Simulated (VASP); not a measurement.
# Ni (Fm-3m) in VASP: notebook

Runs on Ni. Level: PBE. Tasks: single point, relaxation of cell and atoms.

All numbers are computed with VASP 6.6.1; they aren't measurements. Logs are shortened: lines on timing, memory, paths and dates and some standing lists are left out, and cuts for length are marked.

### Step 1. The cell of the first run

The structure is cubic, space group Fm-3m (No. 225). The conventional cell has a = 3.514 Å, b = 3.514 Å, c = 3.514 Å, α = 90.00°, β = 90.00°, γ = 90.00°. Within 3.3 Å of Ni (site symmetry m-3m) lie 12 Ni at 2.49 Å.

### Step 2. Single point, PBE, non-collinear spin, zero start, spin-orbit coupling

File INCAR:

```
SYSTEM = Ni
PREC = Accurate
ENCUT = 520
EDIFF = 1E-6
ISMEAR = -1
SIGMA = 0.1
LREAL = .False.
LASPH = .True.
NELM = 150
ALGO = Normal
ISIF = 2
LWAVE = .False.
LCHARG = .False.
LNONCOLLINEAR = .True.
MAGMOM = 0 0 0
LORBIT = 11
LSORBIT = .True.
GGA_COMPAT = .False.
LORBMOM = .True.
LMAXMIX = 4
GGA = PE
NBANDS = 21
```

File KPOINTS:

```
Automatic mesh
0
Gamma
  15 15 15
  0 0 0
```

File POSCAR:

```
Ni
1.0
    0.0000000000      1.7572466595      1.7572466595
    1.7572466595      0.0000000000      1.7572466595
    1.7572466595      1.7572466595      0.0000000000
Ni
1
Direct
    0.0000000000      0.0000000000      0.0000000000
```

Potentials or basis: VASP PAW PBE potentials, release 64 (Ni).

Command:

```sh
$ cat potpaw_PBE.64/Ni/POTCAR > POTCAR
$ mpirun -np 1 vasp_ncl > vasp.out
```

OUTCAR:

```text
SYSTEM = Ni
   PREC = Accurate
   ENCUT = 520
   EDIFF = 1E-6
   ISMEAR = -1
   LREAL = .False.
   LASPH = .True.
   NELM = 150
   ISIF = 2
   LNONCOLLINEAR = .True.
   LORBIT = 11
   LSORBIT = .True.
   GGA = PE

 ion  position               nearest neighbor table
   1  0.000  0.000  0.000-

  LATTYP: Found a face centered cubic cell.
 ALAT       =     3.5144933190

  Lattice vectors:

 A1 = (   0.0000000000,   1.7572466595,   1.7572466595)
 A2 = (   1.7572466595,   0.0000000000,   1.7572466595)
 A3 = (   1.7572466595,   1.7572466595,   0.0000000000)

Analysis of symmetry for initial positions (statically):
=====================================================================
 Subroutine PRICEL returns:
 Original cell was already a primitive cell.

 Routine SETGRP: Setting up the symmetry group for a
 face centered cubic supercell.

 Subroutine GETGRP returns: Found 48 space group operations
 (whereof 48 operations were pure point group operations)
 out of a pool of 48 trial point group operations.

The static configuration has the point symmetry O_h .

Analysis of symmetry for dynamics (positions and initial velocities):
=====================================================================
 Subroutine PRICEL returns:
 Original cell was already a primitive cell.

 Routine SETGRP: Setting up the symmetry group for a
 face centered cubic supercell.

 Subroutine GETGRP returns: Found 48 space group operations
 (whereof 48 operations were pure point group operations)
 out of a pool of 48 trial point group operations.

The dynamic configuration has the point symmetry O_h .

Analysis of structural, dynamic, and magnetic symmetry:
=====================================================================
 Subroutine PRICEL returns:
 Original cell was already a primitive cell.

 Routine SETGRP: Setting up the symmetry group for a
 face centered cubic supercell.

 Subroutine GETGRP returns: Found 48 space group operations
 (whereof 48 operations were pure point group operations)
 out of a pool of 48 trial point group operations.

The overall configuration has the point symmetry O_h .

 Subroutine INISYM returns: Found 48 space group operations
 (whereof 48 operations are pure point group operations),
 and found     1 'primitive' translations

----------------------------------------------------------------------------------------

[... 149 lines left out ...]
      1       0.3669      1.00000
      2       0.3669      1.00000
      3       7.3149      1.00000
      4       7.3149      1.00000
      5       7.3149      1.00000
      6       7.3149      1.00000
[... 565 lines left out ...]
     20      34.4291      0.00000
     21      38.9846      0.00000

 [... further k-points ...]

------------------------ aborting loop because EDIFF is reached ----------------------------------------

  FORCE on cell =-STRESS in cart. coord.  units (eV):
  Direction    XX          YY          ZZ          XY          YZ          ZX
  --------------------------------------------------------------------------------------
  -------------------------------------------------------------------------------------
  Total        0.0065973      0.0065973      0.0065973      0.0000000      0.0000000      0.0000000
  in kB        0.9739764      0.9739764      0.9739764      0.0000000      0.0000000      0.0000000
  external PRESSURE =       0.9739764 kB  Pullay stress =       0.0000000 kB

 VOLUME and BASIS-vectors are now :
 -----------------------------------------------------------------------------
  energy-cutoff  :      520.00
  volume of cell :       10.85
      direct lattice vectors                 reciprocal lattice vectors
     0.000000000  1.757246660  1.757246660    -0.284536037  0.284536037  0.284536037
     1.757246660  0.000000000  1.757246660     0.284536037 -0.284536037  0.284536037
     1.757246660  1.757246660  0.000000000     0.284536037  0.284536037 -0.284536037

 POSITION                                       TOTAL-FORCE (eV/Angst)
 -----------------------------------------------------------------------------------
      0.00000      0.00000      0.00000         0.000000      0.000000      0.000000
 -----------------------------------------------------------------------------------
    total drift:                                0.000000     -0.000000      0.000000

  FREE ENERGIE OF THE ION-ELECTRON SYSTEM (eV)
  ---------------------------------------------------
  free  energy   TOTEN  =        -5.4765129487 eV

  energy  without entropy=       -5.3912833410  energy(sigma->0) =       -5.43389814

 orbital moment (x)

 # of ion     p       d       tot
 ----------------------------------------
  1        -0.000  -0.000  -0.000
 ----------------------------------------
           -0.000  -0.000  -0.000

 orbital moment (y)

 # of ion     p       d       tot
 ----------------------------------------
  1        -0.000   0.000   0.000
 ----------------------------------------
           -0.000   0.000   0.000

 orbital moment (z)

 # of ion     p       d       tot
 ----------------------------------------
  1         0.000   0.000   0.000
 ----------------------------------------
            0.000   0.000   0.000

 Spin-Orbit-Coupling matrix elements

 Ion:    1  E_soc:     -0.0210104
 l=   1
     0.0000000    -0.0004110    -0.0004110
    -0.0004110     0.0000000    -0.0004110
    -0.0004110    -0.0004110     0.0000000
 l=   2
     0.0000000    -0.0005179     0.0000000    -0.0005179    -0.0025728
    -0.0005179     0.0000000    -0.0019296    -0.0005179    -0.0006432
     0.0000000    -0.0019296     0.0000000    -0.0019296     0.0000000
    -0.0005179    -0.0005179    -0.0019296     0.0000000    -0.0006432
    -0.0025728    -0.0006432     0.0000000    -0.0006432     0.0000000
 l=   3
     0.0000000     0.0000000     0.0000000     0.0000000     0.0000000     0.0000000     0.0000000
     0.0000000     0.0000000     0.0000000     0.0000000     0.0000000     0.0000000     0.0000000
     0.0000000     0.0000000     0.0000000     0.0000000     0.0000000     0.0000000     0.0000000
     0.0000000     0.0000000     0.0000000     0.0000000     0.0000000     0.0000000     0.0000000
     0.0000000     0.0000000     0.0000000     0.0000000     0.0000000     0.0000000     0.0000000
     0.0000000     0.0000000     0.0000000     0.0000000     0.0000000     0.0000000     0.0000000
     0.0000000     0.0000000     0.0000000     0.0000000     0.0000000     0.0000000     0.0000000

 total charge

# of ion       s       p       d       tot
------------------------------------------
    1        0.495   0.496   8.325   9.316

 magnetization (x)

# of ion       s       p       d       tot
------------------------------------------
    1        0.000   0.000   0.000   0.000

 magnetization (y)

# of ion       s       p       d       tot
------------------------------------------
    1        0.000  -0.000   0.000   0.000

 magnetization (z)

# of ion       s       p       d       tot
------------------------------------------
    1       -0.000   0.000   0.000  -0.000
```

OSZICAR:

```text
N       E                     dE             d eps       ncg     rms          rms(c)
DAV:   1     0.480392649241E+02    0.48039E+02   -0.44549E+03  5456   0.135E+03
DAV:   2    -0.363410147361E+01   -0.51673E+02   -0.47439E+02  5180   0.233E+02
DAV:   3    -0.648180805274E+01   -0.28477E+01   -0.26951E+01  5653   0.618E+01
DAV:   4    -0.651931768947E+01   -0.37510E-01   -0.37465E-01  5764   0.659E+00
DAV:   5    -0.652042714304E+01   -0.11095E-02   -0.11094E-02  5702   0.108E+00    0.975E+00
DAV:   6    -0.582747378564E+01    0.69295E+00   -0.36248E+00  5933   0.572E+01    0.593E+00
DAV:   7    -0.549452667233E+01    0.33295E+00   -0.78448E-01  5902   0.235E+01    0.172E+00
DAV:   8    -0.547844792223E+01    0.16079E-01   -0.59417E-03  7426   0.153E+00    0.517E-01
DAV:   9    -0.547676715170E+01    0.16808E-02   -0.31308E-04  7123   0.267E-01    0.159E-01
DAV:  10    -0.547650747263E+01    0.25968E-03   -0.34727E-05  7671   0.118E-01    0.448E-02
DAV:  11    -0.547651342662E+01   -0.59540E-05   -0.70258E-06  5633   0.350E-02    0.101E-02
DAV:  12    -0.547651294873E+01    0.47788E-06   -0.27261E-07  4087   0.624E-03
   1 F= -.54765129E+01 E0= -.54338981E+01  d E =-.852296E-01  mag=    -0.0000     0.0000    -0.0000
```

Run time: 23 s. Hardware: 1 thread of Intel Xeon 6975P-C (Granite Rapids), shared host; peak memory 0.17 GiB.

Results:

| Property | Result |
| --- | --- |
| Free energy | -5.4765 eV |
| Pressure | 0.1 GPa |
| Net moment | 0.00 μB per cell |
| Valence electrons inside the program's atomic spheres | Ni 9.32 |

Moments on the atoms (μB; x, y, z):
```
Ni  0.00 0.00 0.00
```

### Step 3. Relaxation of cell and atoms, PBE, collinear spin, ferromagnetic start

This run uses another cell than the first one, of 10.94 Å³/atom, 1.008 times its volume.

File INCAR:

```
  PREC = Accurate
  ENCUT = 600
  EDIFF = 1E-6
  ISMEAR = -1
  SIGMA = 0.05
  LREAL = False
  LASPH = True
  NELM = 150
  ALGO = Normal
  ISIF = 3
  LWAVE = False
  LCHARG = False
  ISPIN = 2
  MAGMOM = 0.8
  LORBIT = 11
  LMAXMIX = 4
  GGA = PE
  IBRION = 2
  NSW = 80
  EDIFFG = -0.01
```

File KPOINTS:

```
Automatic mesh
0
Gamma
  15 15 15
```

File POSCAR:

```
Ni
1.0
    0.0000000000      1.7619400000      1.7619400000
    1.7619400000      0.0000000000      1.7619400000
    1.7619400000      1.7619400000      0.0000000000
Ni
1
Direct
    0.0000000000      0.0000000000      0.0000000000
```

Potentials or basis: VASP PAW PBE potentials, release 64 (Ni).

Command:

```sh
$ cat potpaw_PBE.64/Ni/POTCAR > POTCAR
$ mpirun -np 1 vasp_std > vasp.out
```

Run time: 24 s. Hardware: 1 thread of Intel Xeon 6975P-C (Granite Rapids), shared host; peak memory 0.15 GiB.

It converged, with:

```
Free energy                                           : -5.4784 eV
Relaxed volume                                        : 10.89 Å³/atom
Relaxed cell                                          : a = 2.488 Å, b = 2.488 Å, c = 2.488 Å, α = 60.00°, β = 60.00°, γ = 60.00°
Space group after relaxing (to 0.05 Å)                : Fm-3m (No. 225)
Energy gained by relaxing                             : 0.1 meV/atom
Ionic steps                                           : 3
Pressure after relaxing                               : 0.0 GPa
Net moment                                            : 0.64 μB per cell
Site moments                                          : Ni +0.66 μB
Valence electrons inside the program's atomic spheres : Ni 9.31
```

Step by step:
```csv
step,energy change (eV),largest force (eV/Å),pressure (GPa),volume (Å³)
1,0.0000,0.0000,-0.93,10.94
2,0.0000,0.0000,0.94,10.84
3,-0.0001,0.0000,0.05,10.89
```

Final structure:
```xyz
1
Lattice="0.0000 1.7593 1.7593 1.7593 0.0000 1.7593 1.7593 1.7593 0.0000" Properties=species:S:1:pos:R:3 pbc="T T T"
Ni    0.0000    0.0000    0.0000
```

Levels at points of the mesh, in eV from the Fermi level:
Spin up:
```
           k point  band 3  band 4  band 5  band 6  band 7  band 8
(0.00, 0.00, 0.00)   -2.44   -2.44   -1.27   -1.27   23.72   27.57
```
Spin down:
```csv
k point,band 1,band 2,band 3,band 4,band 5,band 6,band 7,band 8,band 9
"(0.00, 0.00, 0.00)",-9.04,-1.67,-1.67,-1.67,-0.66,-0.66,23.55,27.55,27.55
```

### Step 4. Single point, PBE

File INCAR:

```
  PREC = Accurate
  ENCUT = 520
  EDIFF = 1E-6
  ISMEAR = 0
  SIGMA = 0.01
  LREAL = F
  LASPH = T
  NELM = 100
  ALGO = Normal
  ISIF = 2
  LWAVE = F
  LCHARG = F
  GGA = PE
  NBANDS = 11
```

KPOINTS is that of step 3.

File POSCAR:

```
Ni
1.0
    0.0000000000      1.7572466680      1.7572466680
    1.7572466680      0.0000000000      1.7572466680
    1.7572466680      1.7572466680      0.0000000000
Ni
1
Direct
    0.0000000000      0.0000000000      0.0000000000
```

Command:

```sh
$ cat potpaw_PBE.64/Ni/POTCAR > POTCAR
$ mpirun -np 1 vasp_std > vasp.out
```

Wall time 27 s (1 thread of AMD EPYC 7R13, shared host); peak memory 0.1 GiB.

It converged, with:

```yaml
Free_energy: -5.4159 eV
Pressure: -0.8 GPa
Band_gap_on_the_k_mesh: zero (band 5 reaches 9.37 eV, above the bottom of band 6 at 8.43 eV)
```

Levels at points of the mesh, in eV from the Fermi level:
```tsv
k point	band 3	band 4	band 5	band 6	band 7	band 8
(0.00, 0.00, 0.00)	-1.84	-1.84	-0.73	-0.73	23.87	27.82
```

Caveat: the run has no spin polarisation, though such a crystal can be magnetic. Spin polarisation is off, so any magnetic state and its effect on volume and gap are missing.

### Step 5. Single point, PBE

File INCAR:

```
  PREC = Accurate
  ENCUT = 520
  EDIFF = 1E-6
  ISMEAR = 0
  SIGMA = 0.03
  LREAL = False
  LASPH = True
  NELM = 100
  ALGO = Normal
  ISIF = 2
  LWAVE = False
  LCHARG = False
  GGA = PE
  NBANDS = 11
```

File KPOINTS:

```
regular mesh
0
Gamma
  15 15 15
```

POSCAR is that of step 4.

Command:

```sh
$ cat potpaw_PBE.64/Ni/POTCAR > POTCAR
$ mpirun -np 1 vasp_std > vasp.out
```

Wall time 27 s (1 thread of AMD EPYC 7R13, shared host); peak memory 0.1 GiB.

The run converged. Its results:

| Quantity | Value |
| --- | --- |
| Free energy | -5.4165 eV |
| Pressure | -0.8 GPa |
| Band gap on the k mesh | zero (band 5 reaches 9.37 eV, above the bottom of band 6 at 8.43 eV) |

Levels at points of the mesh, in eV from the Fermi level:
| k point | band 2 | band 3 | band 4 | band 5 | band 6 | band 7 | band 8 | band 9 |
| --- | --- | --- | --- | --- | --- | --- | --- | --- |
| (0.00, 0.00, 0.00) | -1.84 | -1.84 | -1.84 | -0.74 | -0.74 | 23.86 | 27.82 | 27.82 |

Caveat: the run has no spin polarisation, though such a crystal can be magnetic. Spin polarisation is off, so any magnetic state and its effect on volume and gap are missing.

### Step 6. The runs side by side

```tsv
task	spin	cell	cutoff (eV)	smearing	gap on the mesh (eV)	pressure (GPa)	moment (μB)
single point	non-collinear, zero start, SOC	a = 2.485 Å, angles 60.0°, 1 atom	520	fermi-dirac 0.1 eV	-	0.1	0.00
relaxation of cell and atoms	collinear, ferromagnetic start	relaxed from a = 2.492 Å, angles 60.0°, 1 atom	600	fermi-dirac 0.05 eV	none	0.0	0.64
single point	off	a = 2.485 Å, angles 60.0°, 1 atom	520	gaussian 0.01 eV	none	-0.8	-
single point	off	a = 2.485 Å, angles 60.0°, 1 atom	520	gaussian 0.03 eV	none	-0.8	-
```

Alike in all rows: level PBE; potentials or basis VASP PAW PBE potentials, release 64 (Ni); k mesh 15 × 15 × 15.

Absolute energies hang on the potentials; compare differences alone.
